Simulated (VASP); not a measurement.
# Ir (C2/m) in VASP: further runs, part 2 of 2

VASP 6.6.1. The steps go on from the part before.

### Step 4. Single point, PBEsol (shortest bond scaled by 0.76)

INCAR reads:

```
SYSTEM = Ir
ALGO = Normal ; EDIFF = 1E-7
ENCUT = 520 ; GGA = PS
ISIF = 2 ; ISMEAR = -1
LASPH = .True. ; LCHARG = .False.
LREAL = .False. ; LWAVE = .False.
NBANDS = 16 ; NELM = 60
PREC = Accurate ; SIGMA = 0.05
```

KPOINTS reads:

```
k-points
0
Gamma
  13 13 7
  0 0 0
```

POSCAR reads:

```
Ir
1.0
    2.7448628762      0.0000000000      0.0000000000
   -1.3724314381      2.3771209807      0.0000000000
    0.0000000000      0.0000000000      4.4466778595
Ir
2
Direct
    0.2533333333      0.6266666667      0.1900000000
    0.7466666667      0.3733333333      0.8100000000
```

Potentials or basis: VASP PAW PBE potentials, release 64 (Ir).

Command:

```
cat potpaw_PBE.64/Ir/POTCAR > POTCAR
mpirun -np 1 vasp_std > vasp.out
```

OUTCAR:

```text
SYSTEM = Ir
   EDIFF = 1E-7
   ENCUT = 520
   GGA = PS
   ISIF = 2
   ISMEAR = -1
   LASPH = .True.
   LREAL = .False.
   NELM = 60
   PREC = Accurate

 ion  position               nearest neighbor table
   1  0.253  0.627  0.190-   2 2.08   2 2.47   2 2.47   2 3.01   2 3.30   2 3.30
   2  0.747  0.373  0.810-   1 2.08   1 2.47   1 2.47   1 3.01   1 3.30   1 3.30

  LATTYP: Found a hexagonal cell.
 ALAT       =     2.7448628762
 C/A-ratio  =     1.6200000000

  Lattice vectors:

 A1 = (   2.7448628762,   0.0000000000,   0.0000000000)
 A2 = (  -1.3724314381,   2.3771209807,   0.0000000000)
 A3 = (   0.0000000000,   0.0000000000,   4.4466778595)

Analysis of symmetry for initial positions (statically):
=====================================================================
 Subroutine PRICEL returns:
 Original cell was already a primitive cell.

 Routine SETGRP: Setting up the symmetry group for a
 hexagonal supercell.

 Subroutine GETGRP returns: Found  4 space group operations
 (whereof  4 operations were pure point group operations)
 out of a pool of 24 trial point group operations.

The static configuration has the point symmetry C_2h.

Analysis of symmetry for dynamics (positions and initial velocities):
=====================================================================
 Subroutine PRICEL returns:
 Original cell was already a primitive cell.

 Routine SETGRP: Setting up the symmetry group for a
 hexagonal supercell.

 Subroutine GETGRP returns: Found  4 space group operations
 (whereof  4 operations were pure point group operations)
 out of a pool of 24 trial point group operations.

The dynamic configuration has the point symmetry C_2h.

 Subroutine INISYM returns: Found  4 space group operations
 (whereof  4 operations are pure point group operations),
 and found     1 'primitive' translations

----------------------------------------------------------------------------------------

[... 111 lines left out ...]
     AMIX     =   0.40;   BMIX     =  1.00
     AMIX_MAG =   1.60;   BMIX_MAG =  1.00
  volume/ion in A,a.u.               =      14.51        97.90
  Fermi-wavevector in a.u.,A,eV,Ry     =   1.396250  2.638530 26.524742  1.949514
  Thomas-Fermi vector in A             =   2.519622
   LORBIT       =      0    0 simple, 1 ext, 2 COOP (PROOUT), +10 PAW based schemes
   GGA     = PS    functional components
   LHFCALC =     F    Hartree Fock is set to
   AEXX    =    0.0000 exact exchange contribution
   IVDW    =     0    specifies the selected vdW correction
   LEPSILON=     F    determine dielectric tensor
   LRPA    =     F    only Hartree local field effects (RPA)
 non-spin polarized calculation
  energy-cutoff  :      520.00
  volume of cell :       29.01
 maximum number of plane-waves:       790
   NGX = 11   NGY = 11   NGZ = 17

 number of electron      18.0000001 magnetization

 Free energy of the ion-electron system (eV)
  ---------------------------------------------------
  ext. energy  EPLUGINS =         0.00000000
  ---------------------------------------------------
  free energy    TOTEN  =       -16.06876296 eV

  energy without entropy =      -16.05428585  energy(sigma->0) =      -16.06152440

 E-fermi :  10.0960     XC(G=0): -13.7535

 val. band max:       10.0916985853   @ k =  -0.3077   0.3077   0.4286
 cond. band min:      10.0988348326   @ k =  -0.4615   0.0000   0.4286
 fundamental gap:      0.0071362473
 Fermi energy:        10.0960471255

 k-point     1 :       0.0000    0.0000    0.0000
  band No.  band energies     occupation
      1      -1.1578      2.00000
      2       0.9591      2.00000
      3       3.7865      2.00000
      4       4.7602      2.00000
      5       5.0648      2.00000
      6       5.4273      2.00000
[... 433 lines left out ...]
      3       2.8242      2.00000
      4       4.1367      2.00000
      5       5.7509      2.00000
      6       6.4743      2.00000
[... 8 lines left out ...]
     15      23.3768      0.00000
     16      25.4260      0.00000

 [... further k-points ...]

------------------------ aborting loop because EDIFF is reached ----------------------------------------

  FORCE on cell =-STRESS in cart. coord.  units (eV):
  Direction    XX          YY          ZZ          XY          YZ          ZX
  --------------------------------------------------------------------------------------
  -------------------------------------------------------------------------------------
  Total       11.3513919      5.3495267     18.5071930      5.1977677      5.1144932      8.8585601
  in kB      626.8333489    295.4053363   1021.9826668    287.0250784    282.4265906    489.1770915
  external PRESSURE =     648.0737840 kB  Pullay stress =       0.0000000 kB

 VOLUME and BASIS-vectors are now :
 -----------------------------------------------------------------------------
  energy-cutoff  :      520.00
  volume of cell :       29.01
      direct lattice vectors                 reciprocal lattice vectors
     2.744862876  0.000000000  0.000000000     0.364316924  0.210338474  0.000000000
    -1.372431438  2.377120981  0.000000000     0.000000000  0.420676948  0.000000000
     0.000000000  0.000000000  4.446677860     0.000000000  0.000000000  0.224886990

 POSITION                                       TOTAL-FORCE (eV/Angst)
 -----------------------------------------------------------------------------------
     -0.16469      1.48966      0.84487         5.100665      2.944870     13.956292
      1.53712      0.88746      3.60181        -5.100665     -2.944870    -13.956292
 -----------------------------------------------------------------------------------
    total drift:                               -0.000000     -0.000000      0.000000

  FREE ENERGIE OF THE ION-ELECTRON SYSTEM (eV)
  ---------------------------------------------------
  free  energy   TOTEN  =       -16.0687629566 eV

  energy  without entropy=      -16.0542858485  energy(sigma->0) =      -16.06152440
```

OSZICAR:

```text
N       E                     dE             d eps       ncg     rms          rms(c)
DAV:   1     0.148190807178E+03    0.14819E+03   -0.85431E+03 10304   0.113E+03
DAV:   2    -0.131049217470E+02   -0.16130E+03   -0.14453E+03 10312   0.310E+02
DAV:   3    -0.170352688990E+02   -0.39303E+01   -0.38865E+01 14096   0.582E+01
DAV:   4    -0.170798882017E+02   -0.44619E-01   -0.44610E-01 11840   0.529E+00
DAV:   5    -0.170811698743E+02   -0.12817E-02   -0.12817E-02 14392   0.941E-01    0.332E+01
DAV:   6    -0.162856206091E+02    0.79555E+00   -0.83008E-01 13208   0.112E+01    0.160E+01
DAV:   7    -0.160807184124E+02    0.20490E+00   -0.39851E-01 13960   0.698E+00    0.225E+00
DAV:   8    -0.160692938133E+02    0.11425E-01   -0.27201E-02 12912   0.194E+00    0.827E-01
DAV:   9    -0.160687652391E+02    0.52857E-03   -0.58146E-04 12312   0.205E-01    0.121E-01
DAV:  10    -0.160687635452E+02    0.16939E-05   -0.68671E-05 13672   0.703E-02    0.291E-02
DAV:  11    -0.160687635443E+02    0.93360E-09   -0.35933E-06 13456   0.148E-02    0.116E-02
DAV:  12    -0.160687630217E+02    0.52256E-06   -0.34431E-07 12856   0.620E-03    0.106E-03
DAV:  13    -0.160687629566E+02    0.65096E-07   -0.34061E-08  7664   0.143E-03
   1 F= -.16068763E+02 E0= -.16061524E+02  d E =-.144771E-01
```

It took 3.5 min on 1 thread of Intel Xeon 8259CL, shared host; peak memory 0.21 GiB.

What came out:

```yaml
Free_energy: -16.0688 eV
Pressure: 64.8 GPa
Largest_force: 15.148 eV/Å
Band_gap_on_the_k_mesh: zero (bands 9 and 10 overlap by 2.19 eV)
```

Forces on the atoms (eV/Å):
```
Ir    5.101   2.945  13.956
Ir   -5.101  -2.945 -13.956
```

Stress tensor (GPa, compression positive):
```
 62.68  28.70  48.92
 28.70  29.54  28.24
 48.92  28.24 102.20
```

Levels at points of the mesh, in eV from the Fermi level:
```tsv
k point	band 5	band 6	band 7	band 8	band 9	band 10	band 11	band 12	band 13	band 14
(0.00, 0.00, 0.00)	-5.03	-4.67	-3.08	-2.20	-0.27	-0.23	0.90	1.40	4.93	13.60
```

Caveat: the cell differs from its parent crystal (shortest bond scaled by 0.76); the cell stands under pressure; the PAW data sets were made with another functional, which shifts forces and pressure a little; spin-orbit coupling is left out, which moves the levels of the heavy elements.

### Step 5. Overview

| cell | gap on the mesh (eV) | pressure (GPa) | largest force (eV/Å) |
| --- | --- | --- | --- |
| as given, shortest bond scaled by 0.88 | none | 7.1 | 4.13 |
| as given, shortest bond scaled by 0.82 | none | 29.5 | 8.44 |
| as given, shortest bond scaled by 0.76 | none | 64.8 | 15.15 |

Some of these runs hold the atoms at other places in the same cell, which the table doesn't show; runs alike in all that it shows share one row.

Alike in all rows: task single point; level PBEsol; potentials or basis VASP PAW PBE potentials, release 64 (Ir); no spin polarisation; k mesh 13 × 13 × 7; cutoff (eV) 520; smearing fermi-dirac 0.05 eV.

Caveats: the cell stands under pressure; the PAW data sets were made with another functional, which shifts forces and pressure a little; spin-orbit coupling is left out, which moves the levels of the heavy elements.

Absolute energies hang on the potentials; compare differences alone.
